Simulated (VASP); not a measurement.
# Tl (Fd-3m) in VASP: a series of runs, part 2 of 2

VASP 6.6.1.

### 3 Relaxation of cell and atoms, PBE

INCAR

```
SYSTEM = Tl
  PREC = Accurate
  ENCUT = 600
  EDIFF = 1E-6
  ISMEAR = -1
  SIGMA = 0.05
  LREAL = .False.
  LASPH = .True.
  NELM = 100
  ALGO = Normal
  ISIF = 3
  LWAVE = .False.
  LCHARG = .False.
  GGA = PE
  IBRION = 2
  NSW = 45
  EDIFFG = -0.005
```

KPOINTS

```
regular mesh
0
Gamma
  11 11 11
  0 0 0
```

POSCAR

```
Tl
1.0
    0.0000000000      3.5591753938      3.5591753938
    3.5591753938      0.0000000000      3.5591753938
    3.5591753938      3.5591753938      0.0000000000
Tl
2
Direct
   -0.1250000000     -0.1250000000     -0.1250000000
    0.1250000000      0.1250000000      0.1250000000
```

Potentials or basis: VASP PAW PBE potentials, release 64 (Tl_d).

Started as:

```console
$ cat potpaw_PBE.64/Tl_d/POTCAR > POTCAR
$ mpirun -np 1 vasp_std > vasp.out
```

OUTCAR:

```text
SYSTEM = Tl
   PREC = Accurate
   ENCUT = 600
   EDIFF = 1E-6
   ISMEAR = -1
   LREAL = .False.
   LASPH = .True.
   NELM = 100
   ISIF = 3
   GGA = PE
   IBRION = 2
   NSW = 45
   EDIFFG = -0.005

 ion  position               nearest neighbor table
   1  0.875  0.875  0.875-   2 3.08   2 3.08   2 3.08   2 3.08
   2  0.125  0.125  0.125-   1 3.08   1 3.08   1 3.08   1 3.08

  LATTYP: Found a face centered cubic cell.
 ALAT       =     7.1183507876

  Lattice vectors:

 A1 = (   0.0000000000,   3.5591753938,   3.5591753938)
 A2 = (   3.5591753938,   0.0000000000,   3.5591753938)
 A3 = (   3.5591753938,   3.5591753938,   0.0000000000)

Analysis of symmetry for initial positions (statically):
=====================================================================
 Subroutine PRICEL returns:
 Original cell was already a primitive cell.

 Routine SETGRP: Setting up the symmetry group for a
 face centered cubic supercell.

 Subroutine GETGRP returns: Found 48 space group operations
 (whereof 12 operations were pure point group operations)
 out of a pool of 48 trial point group operations.

The static configuration has the point symmetry D_3d.
 The point group associated with its full space group is O_h .

Analysis of symmetry for dynamics (positions and initial velocities):
=====================================================================
 Subroutine PRICEL returns:
 Original cell was already a primitive cell.

 Routine SETGRP: Setting up the symmetry group for a
 face centered cubic supercell.

 Subroutine GETGRP returns: Found 48 space group operations
 (whereof 12 operations were pure point group operations)
 out of a pool of 48 trial point group operations.

The dynamic configuration has the point symmetry D_3d.
 The point group associated with its full space group is O_h .

 Subroutine INISYM returns: Found 48 space group operations
 (whereof 12 operations are pure point group operations),
 and found     1 'primitive' translations

----------------------------------------------------------------------------------------

                                     Primitive cell

  volume of cell :      90.1733

  direct lattice vectors                    reciprocal lattice vectors
     0.000000000  3.559175394  3.559175394    -0.140481978  0.140481978  0.140481978
     3.559175394  0.000000000  3.559175394     0.140481978 -0.140481978  0.140481978
     3.559175394  3.559175394  0.000000000     0.140481978  0.140481978 -0.140481978

  length of vectors
     5.033434113  5.033434113  5.033434113     0.243321924  0.243321924  0.243321924

  position of ions in fractional coordinates (direct lattice)
     0.875000000  0.875000000  0.875000000
     0.125000000  0.125000000  0.125000000

  ion indices of the primitive-cell ions
   primitive index   ion index
                 1           1
                 2           2

----------------------------------------------------------------------------------------

 KPOINTS: regular mesh

Automatic generation of k-mesh.
 Grid dimensions read from file:
 generate k-points for:   11   11   11

 Generating k-lattice:

  Cartesian coordinates                     Fractional coordinates (reciprocal lattice)
    -0.012771089  0.012771089  0.012771089     0.090909091  0.000000000  0.000000000
     0.012771089 -0.012771089  0.012771089     0.000000000  0.090909091  0.000000000
     0.012771089  0.012771089 -0.012771089     0.000000000  0.000000000  0.090909091

  Length of vectors
     0.022120175  0.022120175  0.022120175

  Shift w.r.t. Gamma in fractional coordinates (k-lattice)
     0.000000000  0.000000000  0.000000000

 Subroutine IBZKPT returns following result:
 ===========================================

 Found     56 irreducible k-points:

 Following reciprocal coordinates:
            Coordinates               Weight
  0.000000  0.000000  0.000000      1.000000
  0.090909  0.000000  0.000000      8.000000
  0.181818  0.000000  0.000000      8.000000
  0.272727  0.000000  0.000000      8.000000
  0.363636  0.000000  0.000000      8.000000
  0.454545  0.000000  0.000000      8.000000
[... 16 lines left out ...]
 -0.272727  0.181818  0.000000     24.000000
 -0.181818  0.181818  0.000000     12.000000
 [... further k-points ...]
   k-points           NKPTS =     56   k-points in BZ     NKDIM =     56   number of bands    NBANDS=     17
   number of dos      NEDOS =    301   number of ions     NIONS =      2
   total plane-waves  NPLWV =  64000
   dimension x,y,z NGX =    40 NGY =   40 NGZ =   40
   dimension x,y,z NGXF=    80 NGYF=   80 NGZF=   80
   ions per type =               2
   NGX,Y,Z   is equivalent  to a cutoff of  13.21, 13.21, 13.21 a.u.
   NGXF,Y,Z  is equivalent  to a cutoff of  26.42, 26.42, 26.42 a.u.
 SYSTEM =  Tl
   PREC   = accura    normal or accurate (medium, high low for compatibility)
   ISTART =      0    job   : 0-new  1-cont  2-samecut
   ICHARG =      2    charge: 1-file 2-atom 10-const
   ISPIN  =      1    spin polarized calculation?
   LNONCOLLINEAR =      F non collinear calculations
   LSORBIT =      F    spin-orbit coupling
   LASPH  =      T    aspherical Exc in radial PAW
   ENCUT  =  600.0 eV  44.10 Ry    6.64 a.u.  10.05 10.05 10.05*2*pi/ulx,y,z
   NELM   =    100;   NELMIN=  2; NELMDL= -5     # of ELM steps
   EDIFF  = 0.1E-05   stopping-criterion for ELM
   LREAL  =      F    real-space projection
   EDIFFG = -.5E-02   stopping-criterion for IOM
   NSW    =     45    number of steps for IOM
   IBRION =      2    ionic relax: 0-MD 1-quasi-New 2-CG
   NFREE  =      1    steps in history (QN), initial steepest desc. (CG)
   ISIF   =      3    stress and relaxation
   ISYM   =      2    0-nonsym 1-usesym 2-fastsym
   POTIM  = 0.5000    time-step for ionic-motion
   TEBEG  =    0.0;   TEEND  =   0.0 temperature during run
   PSTRESS=    0.0 pullay stress
   NELECT =      26.0000    total number of electrons
   NUPDOWN=      -1.0000    fix difference up-down
   EMIN   =  10.00;   EMAX   =-10.00  energy-range for DOS
   EFERMI =   0.00;   METHOD = LEGACY
   ISMEAR =    -1;   SIGMA  =   0.05  broadening in eV -4-tet -1-fermi 0-gaus
   EFERMI_NEDOS =   21; number of points for ismear=-14 and -15
   IALGO  =     38    algorithm
   IMIX   =      4    mixing-type and parameters
     AMIX     =   0.40;   BMIX     =  1.00
     AMIX_MAG =   1.60;   BMIX_MAG =  1.00
  volume/ion in A,a.u.               =      45.09       304.26
  Fermi-wavevector in a.u.,A,eV,Ry     =   1.081533  2.043802 15.914929  1.169714
  Thomas-Fermi vector in A             =   2.217552
   LORBIT       =      0    0 simple, 1 ext, 2 COOP (PROOUT), +10 PAW based schemes
   GGA     = PE    functional components
   LHFCALC =     F    Hartree Fock is set to
   AEXX    =    0.0000 exact exchange contribution
   IVDW    =     0    specifies the selected vdW correction
   LEPSILON=     F    determine dielectric tensor
   LRPA    =     F    only Hartree local field effects (RPA)
 conjugate gradient relaxation of ions
 non-spin polarized calculation
  energy-cutoff  :      600.00
  volume of cell :       90.17
 maximum number of plane-waves:      3026
   NGX = 21   NGY = 21   NGZ = 21

 number of electron      26.0000002 magnetization

 Free energy of the ion-electron system (eV)
  ---------------------------------------------------
  ext. energy  EPLUGINS =         0.00000000
  ---------------------------------------------------
  free energy    TOTEN  =        -3.70884543 eV

  energy without entropy =       -3.69053858  energy(sigma->0) =       -3.69969200

 E-fermi :   2.7004     XC(G=0):  -7.8298

 val. band max:        2.6992865492   @ k =  -0.3636   0.0909   0.0000
 cond. band min:       2.7021503748   @ k =  -0.4545   0.3636   0.1818
 fundamental gap:      0.0028638256
 Fermi energy:         2.7004245597

 k-point     1 :       0.0000    0.0000    0.0000
  band No.  band energies     occupation
      1      -9.1143      2.00000
      2      -9.1143      2.00000
      3      -9.1143      2.00000
      4      -9.0434      2.00000
      5      -9.0434      2.00000
      6      -8.5469      2.00000
[... 9 lines left out ...]
     16       6.5270      0.00000
     17       6.5270      0.00000
[... 441 lines left out ...]
 k-point    24 :      -0.1818    0.1818    0.0000
  band No.  band energies     occupation
      1      -9.1794      2.00000
      2      -9.1682      2.00000
      3      -9.0838      2.00000
      4      -8.9752      2.00000
      5      -8.9219      2.00000
      6      -8.6561      2.00000
[... 9 lines left out ...]
     16       7.1117      0.00000
     17       7.3619      0.00000

 [... further k-points ...]
[... 5 lines left out ...]
  --------------------------------------------------------------------------------------
  -------------------------------------------------------------------------------------
  Total       -0.0063314     -0.0063314     -0.0063314     -0.0000000      0.0000000     -0.0000000
  in kB       -0.1124946     -0.1124946     -0.1124946     -0.0000000      0.0000000     -0.0000000
  external PRESSURE =      -0.1124946 kB  Pullay stress =       0.0000000 kB

 VOLUME and BASIS-vectors are now :
 -----------------------------------------------------------------------------
  energy-cutoff  :      600.00
  volume of cell :       90.17
      direct lattice vectors                 reciprocal lattice vectors
     0.000000000  3.559175394  3.559175394    -0.140481978  0.140481978  0.140481978
     3.559175394  0.000000000  3.559175394     0.140481978 -0.140481978  0.140481978
     3.559175394  3.559175394  0.000000000     0.140481978  0.140481978 -0.140481978

 POSITION                                       TOTAL-FORCE (eV/Angst)
 -----------------------------------------------------------------------------------
      6.22856      6.22856      6.22856        -0.000000     -0.000000     -0.000000
      0.88979      0.88979      0.88979         0.000000      0.000000      0.000000
 -----------------------------------------------------------------------------------
    total drift:                                0.000000      0.000000     -0.000000

  FREE ENERGIE OF THE ION-ELECTRON SYSTEM (eV)
  ---------------------------------------------------
  free  energy   TOTEN  =        -3.7088454302 eV

  energy  without entropy=       -3.6905385791  energy(sigma->0) =       -3.69969200

 reached required accuracy - stopping structural energy minimisation
```

Run time: 41 s. Hardware: 1 thread of Intel Xeon 6975P-C (Granite Rapids), shared host; peak memory 0.28 GiB.

What came out:

- Free energy: -3.7088 eV
- Pressure after relaxing: 0.0 GPa
- Band gap on the k mesh: zero (band 13 reaches 4.86 eV, above the bottom of band 14 at 2.14 eV)

Final structure:
```cif
data_structure
_symmetry_space_group_name_H-M 'P 1'
_symmetry_Int_Tables_number 1
_cell_length_a 5.0334
_cell_length_b 5.0334
_cell_length_c 5.0334
_cell_angle_alpha 60.000
_cell_angle_beta 60.000
_cell_angle_gamma 60.000
_cell_volume 90.17
loop_
_atom_site_label
_atom_site_type_symbol
_atom_site_fract_x
_atom_site_fract_y
_atom_site_fract_z
_atom_site_occupancy
Tl1 Tl 0.87500 0.87500 0.87500 1
Tl2 Tl 0.12500 0.12500 0.12500 1
```

Levels at points of the mesh, in eV from the Fermi level:
```
           k point  band 11  band 12  band 13  band 14  band 15  band 16
(0.00, 0.00, 0.00)    -8.57    -1.49     2.16     2.16     2.16     3.83
```

Caveat: the relaxation stopped at its first step, so nothing moved; spin-orbit coupling is left out, which moves the levels of the heavy elements.

### 4 Single point, PBE

INCAR

```
SYSTEM = Tl
PREC = Accurate
ENCUT = 520
EDIFF = 1E-7
ISMEAR = -1
SIGMA = 0.05
LREAL = .False.
LASPH = .True.
NELM = 80
ALGO = Normal
ISIF = 2
LWAVE = .False.
LCHARG = .False.
GGA = PE
NBANDS = 20
```

KPOINTS is that of step 3.

POSCAR is that of step 3.

Potentials or basis: VASP PAW PBE potentials, release 64 (Tl_d).

Started as:

```console
$ cat potpaw_PBE.64/Tl_d/POTCAR > POTCAR
$ mpirun -np 1 vasp_std > vasp.out
```

OUTCAR:

```text
SYSTEM = Tl
   PREC = Accurate
   ENCUT = 520
   EDIFF = 1E-7
   ISMEAR = -1
   LREAL = .False.
   LASPH = .True.
   NELM = 80
   ISIF = 2
   GGA = PE

 ion  position               nearest neighbor table
   1  0.875  0.875  0.875-   2 3.08   2 3.08   2 3.08   2 3.08
   2  0.125  0.125  0.125-   1 3.08   1 3.08   1 3.08   1 3.08

  LATTYP: Found a face centered cubic cell.
 ALAT       =     7.1183507876

  Lattice vectors:

 A1 = (   0.0000000000,   3.5591753938,   3.5591753938)
[... 190 lines left out ...]
      3      -9.1141      2.00000
      4      -9.0431      2.00000
      5      -9.0431      2.00000
      6      -8.5466      2.00000
[... 541 lines left out ...]
     19      10.0207      0.00000
     20      10.4377      0.00000

 [... further k-points ...]
[... 5 lines left out ...]
  --------------------------------------------------------------------------------------
  -------------------------------------------------------------------------------------
  Total       -0.0275164     -0.0275164     -0.0275164     -0.0000000      0.0000000      0.0000000
  in kB       -0.4889045     -0.4889045     -0.4889045     -0.0000000      0.0000000      0.0000000
  external PRESSURE =      -0.4889045 kB  Pullay stress =       0.0000000 kB

 VOLUME and BASIS-vectors are now :
 -----------------------------------------------------------------------------
  energy-cutoff  :      520.00
  volume of cell :       90.17
      direct lattice vectors                 reciprocal lattice vectors
     0.000000000  3.559175394  3.559175394    -0.140481978  0.140481978  0.140481978
     3.559175394  0.000000000  3.559175394     0.140481978 -0.140481978  0.140481978
     3.559175394  3.559175394  0.000000000     0.140481978  0.140481978 -0.140481978

 POSITION                                       TOTAL-FORCE (eV/Angst)
 -----------------------------------------------------------------------------------
      6.22856      6.22856      6.22856         0.000000      0.000000      0.000000
      0.88979      0.88979      0.88979        -0.000000     -0.000000     -0.000000
 -----------------------------------------------------------------------------------
    total drift:                                0.000000      0.000000     -0.000000

  FREE ENERGIE OF THE ION-ELECTRON SYSTEM (eV)
  ---------------------------------------------------
  free  energy   TOTEN  =        -3.7088977098 eV

  energy  without entropy=       -3.6905910259  energy(sigma->0) =       -3.69974437
```

stdout:

```text
POSCAR found type information on POSCAR Tl
 POSCAR found :  1 types and       2 ions
 scaLAPACK will be used
 LDA part: xc-table for (Slater+PW92), standard interpolation
 POSCAR, INCAR and KPOINTS ok, starting setup
 FFT: planning ... GRIDC
 FFT: planning ... GRID_SOFT
 FFT: planning ... GRID
 WAVECAR not read
 entering main loop
```

It took 37 s on 1 thread of Intel Xeon 6975P-C (Granite Rapids), shared host; peak memory 0.27 GiB.

What came out:

* Free energy: -3.7089 eV
* Pressure: 0.0 GPa
* Band gap on the k mesh: zero (band 13 reaches 4.86 eV, above the bottom of band 14 at 2.14 eV)

Levels at points of the mesh, in eV from the Fermi level:
| k point | band 11 | band 12 | band 13 | band 14 | band 15 | band 16 |
| --- | --- | --- | --- | --- | --- | --- |
| (0.00, 0.00, 0.00) | -8.57 | -1.49 | 2.16 | 2.16 | 2.16 | 3.83 |

Caveat: spin-orbit coupling is left out, which moves the levels of the heavy elements.

### 5 Relaxation of cell and atoms, PBE

This run uses another cell than the first one, of 39.36 Å³/atom, 0.873 times its volume.

INCAR

```
SYSTEM = Tl
PREC = Accurate
ENCUT = 600
EDIFF = 1E-7
ISMEAR = -1
SIGMA = 0.05
LREAL = .False.
LASPH = .True.
NELM = 80
ALGO = Normal
ISIF = 3
LWAVE = .False.
LCHARG = .False.
GGA = PE
IBRION = 2
NSW = 60
EDIFFG = -0.005
```

KPOINTS is that of step 4.

POSCAR

```
Tl
1.0
    0.0000000000      3.4017220227      3.4017220227
    3.4017220227      0.0000000000      3.4017220227
    3.4017220227      3.4017220227      0.0000000000
Tl
2
Direct
   -0.1250000000     -0.1250000000     -0.1250000000
    0.1250000000      0.1250000000      0.1250000000
```

Started as:

```console
$ cat potpaw_PBE.64/Tl_d/POTCAR > POTCAR
$ mpirun -np 1 vasp_std > vasp.out
```

Wall time 2.1 min (1 thread of Intel Xeon 6975P-C (Granite Rapids), shared host); peak memory 0.29 GiB.

The run converged. Its results:

| Item | Value |
| --- | --- |
| Free energy | -3.7063 eV |
| Relaxed volume | 44.97 Å³/atom |
| Relaxed cell | a = 5.029 Å, b = 5.029 Å, c = 5.029 Å, α = 60.00°, β = 60.00°, γ = 60.00° |
| Space group after relaxing (to 0.05 Å) | Fd-3m (No. 227) |
| Energy gained by relaxing | 40.2 meV/atom |
| Ionic steps | 4 |
| Pressure after relaxing | 0.0 GPa |
| Band gap on the k mesh | zero (band 13 reaches 4.89 eV, above the bottom of band 14 at 2.16 eV) |

Step by step:
```
step  energy change (eV)  largest force (eV/Å)  pressure (GPa)  volume (Å³)
   1              0.0000                0.0000            2.66        78.73
   2             -0.0740                0.0000            0.62        86.41
   3             -0.0802                0.0000           -0.11        90.63
   4             -0.0805                0.0000           -0.01        89.95
```

Final structure:
```
Tl
1.0
     0.00000    3.55619    3.55619
     3.55619    0.00000    3.55619
     3.55619    3.55619    0.00000
Tl
2
Direct
  0.87500 0.87500 0.87500
  0.12500 0.12500 0.12500
```

Levels at points of the mesh, in eV from the Fermi level:
```
           k point  band 10  band 11  band 12  band 13  band 14  band 15  band 16  band 17
(0.00, 0.00, 0.00)   -11.18    -8.58    -1.48     2.17     2.17     2.17     3.83     3.83
```

Caveat: spin-orbit coupling is left out, which moves the levels of the heavy elements.

### 6 Overview

| task | cell | cutoff (eV) | gap on the mesh (eV) | pressure (GPa) |
| --- | --- | --- | --- | --- |
| single point | a = 5.033 Å, angles 60.0°, 2 atoms | 520 | none | 0.0 |
| relaxation of cell and atoms | relaxed from a = 5.033 Å, angles 60.0°, 2 atoms | 600 | none | 0.0 |
| relaxation of cell and atoms | relaxed from a = 4.811 Å, angles 60.0°, 2 atoms | 600 | none | 0.0 |

Alike in all rows: level PBE; potentials or basis VASP PAW PBE potentials, release 64 (Tl_d); no spin polarisation; k mesh 11 × 11 × 11; smearing fermi-dirac 0.05 eV.

Caveats: spin-orbit coupling is left out, which moves the levels of the heavy elements; the relaxation stopped at its first step, so nothing moved (some runs).

Total energies depend on the potentials used, so only differences within one code and one set of settings carry meaning.
